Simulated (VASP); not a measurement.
**V: electric field gradients with PBE**

V:

```xyz
1
Lattice="-1.5144 1.5144 1.5144 1.5144 -1.5144 1.5144 1.5144 1.5144 -1.5144" Properties=species:S:1:pos:R:3 pbc="T T T"
V     0.0000    0.0000    0.0000
```

```json
{
 "Program": "VASP 6.6.1",
 "Task": "electric field gradients",
 "Functional": "PBE",
 "Potentials or basis": "VASP PAW PBE potentials, release 64 (V_sv)",
 "Cutoff": "520 eV",
 "k mesh": "20 × 20 × 20",
 "Occupations": "gaussian, width 0.05 eV",
 "Spin": "no spin polarisation",
 "Dipole correction": "no",
 "Further INCAR settings": "ALGO = Normal; EDIFF = 1e-08; NBANDS = 12"
}
```

```
Pressure                                : -5.3 GPa
Band gap on the k mesh                  : zero (an odd number of electrons rules out a gap without spin polarisation)
Largest electric field gradient by atom : zero within the noise of the run
```

Levels at points of the mesh, in eV from the Fermi level:
```csv
k point,band 3,band 4,band 5,band 6,band 7,band 8,band 9,band 10,band 11,band 12
"(0.00, 0.00, 0.00)",-37.10,-37.10,-6.51,0.41,0.41,0.41,2.34,2.34,20.25,20.25
"(0.50, 0.00, 0.00)",-37.36,-37.11,-3.06,-1.06,1.54,2.34,2.68,3.95,9.80,15.67
"(0.50, 0.50, 0.50)",-37.66,-37.66,-2.85,-2.85,3.58,3.58,3.58,9.93,9.93,9.93
```

Wall time 50 s on 1 thread of Intel Xeon 8259CL (shared host), peak memory 0.15 GiB.

Caveat: the cell stands under tension.
